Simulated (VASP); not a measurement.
# Zr3Si (P6_3/mmc) in VASP: single point with PBEsol

Aim: the single point of Zr3Si with PBEsol.

Everything below comes from runs of VASP 6.6.1. Logs are shortened: lines on timing, memory, paths and dates and some standing lists are left out, and cuts for length are marked.

### 1 The cell of the first run

The structure is hexagonal, space group P6_3/mmc (No. 194). Conventional cell: a = 6.017 Å, b = 6.017 Å, c = 4.913 Å, α = 90.00°, β = 90.00°, γ = 120.00°. Within 3.8 Å of Zr (site symmetry mm2) lie 8 Zr at 2.91 to 3.11 Å and 4 Si at 2.97 to 3.01 Å. Within 3.9 Å of Si (site symmetry -6m2) lie 12 Zr at 2.97 to 3.01 Å.

### 2 Single point, PBEsol

Contents of INCAR:

```
SYSTEM = Zr3Si
PREC = Accurate ; ENCUT = 520
EDIFF = 1E-7 ; ISMEAR = 0
SIGMA = 0.1 ; LREAL = .False.
LASPH = .True. ; NELM = 100
ALGO = Fast ; ISIF = 2
LWAVE = .False. ; LCHARG = .True.
GGA = PS ; LELF = .True.
LVHAR = .True. ; NBANDS = 50
```

Contents of KPOINTS:

```
Automatic mesh
0
Gamma
  6 6 8
  0 0 0
```

Contents of POSCAR:

```
Zr3Si
1.0
    6.0166662085      0.0000000000      0.0000000000
   -3.0083331042      5.2105857826      0.0000000000
    0.0000000000      0.0000000000      4.9128345295
Zr Si
6 2
Direct
    0.3445895827      0.1722947914      0.7500000000
    0.8277052086      0.1722947914      0.7500000000
    0.8277052086      0.6554104173      0.7500000000
    0.6554104173      0.8277052086      0.2500000000
    0.1722947914      0.8277052086      0.2500000000
    0.1722947914      0.3445895827      0.2500000000
    0.6666666667      0.3333333333      0.2500000000
    0.3333333333      0.6666666667      0.7500000000
```

Potentials or basis: VASP PAW PBE potentials, release 64 (Zr_sv, Si).

Launch:

```bash
$ cat potpaw_PBE.64/Zr_sv/POTCAR potpaw_PBE.64/Si/POTCAR > POTCAR
$ mpirun -np 1 vasp_std > vasp.out
```

OUTCAR:

```text
SYSTEM = Zr3Si
   PREC = Accurate
   ENCUT = 520
   EDIFF = 1E-7
   ISMEAR = 0
   LREAL = .False.
   LASPH = .True.
   NELM = 100
   ISIF = 2
   GGA = PS

 ion  position               nearest neighbor table
   1  0.345  0.172  0.750-   3 2.91   2 2.91   7 2.97   7 2.97   8 3.01   8 3.01   6 3.04   6 3.04
                             5 3.04   5 3.04   3 3.11   2 3.11
   2  0.828  0.172  0.750-   3 2.91   1 2.91   7 2.97   7 2.97   8 3.01   8 3.01   4 3.04   4 3.04
                             6 3.04   6 3.04   3 3.11   1 3.11
   3  0.828  0.655  0.750-   2 2.91   1 2.91   7 2.97   7 2.97   8 3.01   8 3.01   4 3.04   4 3.04
                             5 3.04   5 3.04   2 3.11   1 3.11
   4  0.655  0.828  0.250-   6 2.91   5 2.91   8 2.97   8 2.97   7 3.01   7 3.01   3 3.04   3 3.04
                             2 3.04   2 3.04   6 3.11   5 3.11
   5  0.172  0.828  0.250-   6 2.91   4 2.91   8 2.97   8 2.97   7 3.01   7 3.01   1 3.04   1 3.04
                             3 3.04   3 3.04   6 3.11   4 3.11
   6  0.172  0.345  0.250-   5 2.91   4 2.91   8 2.97   8 2.97   7 3.01   7 3.01   1 3.04   1 3.04
                             2 3.04   2 3.04   5 3.11   4 3.11
   7  0.667  0.333  0.250-   2 2.97   2 2.97   3 2.97   3 2.97   1 2.97   1 2.97   4 3.01   4 3.01
                             5 3.01   5 3.01   6 3.01   6 3.01
   8  0.333  0.667  0.750-   5 2.97   5 2.97   6 2.97   6 2.97   4 2.97   4 2.97   1 3.01   1 3.01
                             2 3.01   2 3.01   3 3.01   3 3.01

  LATTYP: Found a hexagonal cell.
 ALAT       =     6.0166662085
 C/A-ratio  =     0.8165376571

  Lattice vectors:

 A1 = (   6.0166662085,   0.0000000000,   0.0000000000)
 A2 = (  -3.0083331042,   5.2105857826,   0.0000000000)
 A3 = (   0.0000000000,   0.0000000000,   4.9128345295)

Analysis of symmetry for initial positions (statically):
=====================================================================
 Subroutine PRICEL returns:
 Original cell was already a primitive cell.

 Routine SETGRP: Setting up the symmetry group for a
 hexagonal supercell.

 Subroutine GETGRP returns: Found 24 space group operations
 (whereof 12 operations were pure point group operations)
 out of a pool of 24 trial point group operations.

The static configuration has the point symmetry D_3d.
 The point group associated with its full space group is D_6h.

Analysis of symmetry for dynamics (positions and initial velocities):
=====================================================================
 Subroutine PRICEL returns:
 Original cell was already a primitive cell.

 Routine SETGRP: Setting up the symmetry group for a
 hexagonal supercell.

 Subroutine GETGRP returns: Found 24 space group operations
 (whereof 12 operations were pure point group operations)
 out of a pool of 24 trial point group operations.

The dynamic configuration has the point symmetry D_3d.
 The point group associated with its full space group is D_6h.

 Subroutine INISYM returns: Found 24 space group operations
 (whereof 12 operations are pure point group operations),
 and found     1 'primitive' translations

----------------------------------------------------------------------------------------

                                     Primitive cell

  volume of cell :     154.0191

  direct lattice vectors                    reciprocal lattice vectors
     6.016666209  0.000000000  0.000000000     0.166204999  0.095958501  0.000000000
    -3.008333104  5.210585783  0.000000000     0.000000000  0.191917002  0.000000000
     0.000000000  0.000000000  4.912834530     0.000000000  0.000000000  0.203548480

  length of vectors
     6.016666209  6.016666208  4.912834530     0.191917002  0.191917002  0.203548480

  position of ions in fractional coordinates (direct lattice)
     0.344589583  0.172294791  0.750000000
     0.827705209  0.172294791  0.750000000
     0.827705209  0.655410417  0.750000000
     0.655410417  0.827705209  0.250000000
     0.172294791  0.827705209  0.250000000
     0.172294791  0.344589583  0.250000000
     0.666666667  0.333333333  0.250000000
     0.333333333  0.666666667  0.750000000

  ion indices of the primitive-cell ions
   primitive index   ion index
                 1           1
                 2           2
                 3           3
                 4           4
                 5           5
                 6           6
                 7           7
                 8           8

----------------------------------------------------------------------------------------

 KPOINTS: Automatic mesh

Automatic generation of k-mesh.
 Grid dimensions read from file:
 generate k-points for:    6    6    8

 Generating k-lattice:

  Cartesian coordinates                     Fractional coordinates (reciprocal lattice)
     0.027700833  0.015993083  0.000000000     0.166666667  0.000000000  0.000000000
     0.000000000  0.031986167  0.000000000     0.000000000  0.166666667  0.000000000
     0.000000000  0.000000000  0.025443560     0.000000000  0.000000000  0.125000000

  Length of vectors
     0.031986167  0.031986167  0.025443560

  Shift w.r.t. Gamma in fractional coordinates (k-lattice)
     0.000000000  0.000000000  0.000000000

 Subroutine IBZKPT returns following result:
 ===========================================

 Found     35 irreducible k-points:

 Following reciprocal coordinates:
            Coordinates               Weight
  0.000000  0.000000  0.000000      1.000000
  0.166667 -0.000000  0.000000      6.000000
  0.333333  0.000000  0.000000      6.000000
  0.500000  0.000000  0.000000      3.000000
  0.166667  0.166667  0.000000      6.000000
  0.333333  0.166667  0.000000     12.000000
[... 16 lines left out ...]
  0.166667 -0.000000  0.375000     12.000000
  0.333333  0.000000  0.375000     12.000000
 [... further k-points ...]
   k-points           NKPTS =     35   k-points in BZ     NKDIM =     35   number of bands    NBANDS=     50
   number of dos      NEDOS =    301   number of ions     NIONS =      8
   total plane-waves  NPLWV =  92160
   dimension x,y,z NGX =    48 NGY =   48 NGZ =   40
   dimension x,y,z NGXF=    96 NGYF=   96 NGZF=   80
   ions per type =               6   2
   NGX,Y,Z   is equivalent  to a cutoff of  13.26, 13.26, 13.54 a.u.
   NGXF,Y,Z  is equivalent  to a cutoff of  26.53, 26.53, 27.07 a.u.
 SYSTEM =  Zr3Si
   PREC   = accura    normal or accurate (medium, high low for compatibility)
   ISTART =      0    job   : 0-new  1-cont  2-samecut
   ICHARG =      2    charge: 1-file 2-atom 10-const
   ISPIN  =      1    spin polarized calculation?
   LNONCOLLINEAR =      F non collinear calculations
   LSORBIT =      F    spin-orbit coupling
   LASPH  =      T    aspherical Exc in radial PAW
   ENCUT  =  520.0 eV  38.22 Ry    6.18 a.u.  11.19 11.19  9.13*2*pi/ulx,y,z
   NELM   =    100;   NELMIN=  2; NELMDL= -5     # of ELM steps
   EDIFF  = 0.1E-06   stopping-criterion for ELM
   LREAL  =      F    real-space projection
   EDIFFG = 0.1E-05   stopping-criterion for IOM
   NSW    =      0    number of steps for IOM
   IBRION =     -1    ionic relax: 0-MD 1-quasi-New 2-CG
   NFREE  =      0    steps in history (QN), initial steepest desc. (CG)
   ISIF   =      2    stress and relaxation
   ISYM   =      2    0-nonsym 1-usesym 2-fastsym
   POTIM  = 0.5000    time-step for ionic-motion
   TEBEG  =    0.0;   TEEND  =   0.0 temperature during run
   PSTRESS=    0.0 pullay stress
   NELECT =      80.0000    total number of electrons
   NUPDOWN=      -1.0000    fix difference up-down
   EMIN   =  10.00;   EMAX   =-10.00  energy-range for DOS
   EFERMI =   0.00;   METHOD = LEGACY
   ISMEAR =     0;   SIGMA  =   0.10  broadening in eV -4-tet -1-fermi 0-gaus
   EFERMI_NEDOS =   21; number of points for ismear=-14 and -15
   IALGO  =     68    algorithm
   IMIX   =      4    mixing-type and parameters
     AMIX     =   0.40;   BMIX     =  1.00
     AMIX_MAG =   1.60;   BMIX_MAG =  1.00
  volume/ion in A,a.u.               =      19.25       129.92
  Fermi-wavevector in a.u.,A,eV,Ry     =   1.315972  2.486826 23.562326  1.731782
  Thomas-Fermi vector in A             =   2.446117
   LORBIT       =      0    0 simple, 1 ext, 2 COOP (PROOUT), +10 PAW based schemes
   GGA     = PS    functional components
   LHFCALC =     F    Hartree Fock is set to
   AEXX    =    0.0000 exact exchange contribution
   IVDW    =     0    specifies the selected vdW correction
   LEPSILON=     F    determine dielectric tensor
   LRPA    =     F    only Hartree local field effects (RPA)
 non-spin polarized calculation
 RMM-DIIS sequential band-by-band and
 Gauss-broadening in eV      SIGMA  =   0.10
  energy-cutoff  :      520.00
  volume of cell :      154.02
 maximum number of plane-waves:      4176
 NGX is ok and might be reduce to    48
   NGX = 23   NGY = 23   NGZ = 19

 number of electron      80.0000000 magnetization

 Free energy of the ion-electron system (eV)
  ---------------------------------------------------
  ext. energy  EPLUGINS =         0.00000000
  ---------------------------------------------------
  free energy    TOTEN  =       -69.35794141 eV

  energy without entropy =      -69.32311750  energy(sigma->0) =      -69.34052946

 E-fermi :   9.9956     XC(G=0): -11.6227

 val. band max:        9.9805346628   @ k =   0.1667   0.1667   0.3750
 cond. band min:      10.0021313931   @ k =   0.3333   0.0000   0.2500
 fundamental gap:      0.0215967304
 Fermi energy:         9.9955626564

 k-point     1 :       0.0000    0.0000    0.0000
  band No.  band energies     occupation
      1     -38.4876      2.00000
      2     -38.3099      2.00000
      3     -38.2809      2.00000
      4     -38.2809      2.00000
      5     -38.1959      2.00000
      6     -38.1959      2.00000
[... 42 lines left out ...]
     49      13.0016      0.00000
     50      13.0138      0.00000
[... 1217 lines left out ...]
     49      12.3225      0.00000
     50      12.6680      0.00000

 [... further k-points ...]

------------------------ aborting loop because EDIFF is reached ----------------------------------------

  FORCE on cell =-STRESS in cart. coord.  units (eV):
  Direction    XX          YY          ZZ          XY          YZ          ZX
  --------------------------------------------------------------------------------------
  -------------------------------------------------------------------------------------
  Total        0.1155241      0.1155241      0.1467059      0.0000000     -0.0000000     -0.0000000
  in kB        1.2017350      1.2017350      1.5261017      0.0000000     -0.0000000     -0.0000000
  external PRESSURE =       1.3098572 kB  Pullay stress =       0.0000000 kB

 VOLUME and BASIS-vectors are now :
 -----------------------------------------------------------------------------
  energy-cutoff  :      520.00
  volume of cell :      154.02
      direct lattice vectors                 reciprocal lattice vectors
     6.016666209  0.000000000  0.000000000     0.166204999  0.095958501  0.000000000
    -3.008333104  5.210585783  0.000000000     0.000000000  0.191917002  0.000000000
     0.000000000  0.000000000  4.912834530     0.000000000  0.000000000  0.203548480

 POSITION                                       TOTAL-FORCE (eV/Angst)
 -----------------------------------------------------------------------------------
      1.55496      0.89776      3.68463        -0.002436     -0.001407      0.000000
      4.46171      0.89776      3.68463         0.002436     -0.001407      0.000000
      3.00833      3.41507      3.68463         0.000000      0.002813     -0.000000
      1.45337      4.31283      1.22821         0.002436      0.001407      0.000000
     -1.45337      4.31283      1.22821        -0.002436      0.001407     -0.000000
      0.00000      1.79551      1.22821        -0.000000     -0.002813      0.000000
      3.00833      1.73686      1.22821         0.000000      0.000000      0.000000
     -0.00000      3.47372      3.68463         0.000000     -0.000000      0.000000
 -----------------------------------------------------------------------------------
    total drift:                                0.000000     -0.000000      0.000000

  FREE ENERGIE OF THE ION-ELECTRON SYSTEM (eV)
  ---------------------------------------------------
  free  energy   TOTEN  =       -69.3579414136 eV

  energy  without entropy=      -69.3231174994  energy(sigma->0) =      -69.34052946
```

It took 15 min on 1 thread of Intel Xeon Platinum 8259CL at 2.50GHz (Skylake/Cascade Lake), shared host; peak memory 0.41 GiB.

Results:

| Item | Value |
| --- | --- |
| Free energy | -69.3579 eV |
| Pressure | 0.1 GPa |
| Band gap on the k mesh | zero (bands 40 and 41 overlap by 0.60 eV) |

Forces in eV/Å, atoms in the order of the input:
```
Zr  -0.002 -0.001  0.000
Zr   0.002 -0.001  0.000
Zr   0.000  0.003  0.000
Zr   0.002  0.001  0.000
Zr  -0.002  0.001  0.000
Zr   0.000 -0.003  0.000
Si   0.000  0.000  0.000
Si   0.000  0.000  0.000
```

Caveat: the PAW data sets were made with another functional, which shifts forces and pressure a little.

The gap in the log of VASP goes by the Fermi energy; the results here count the filled bands.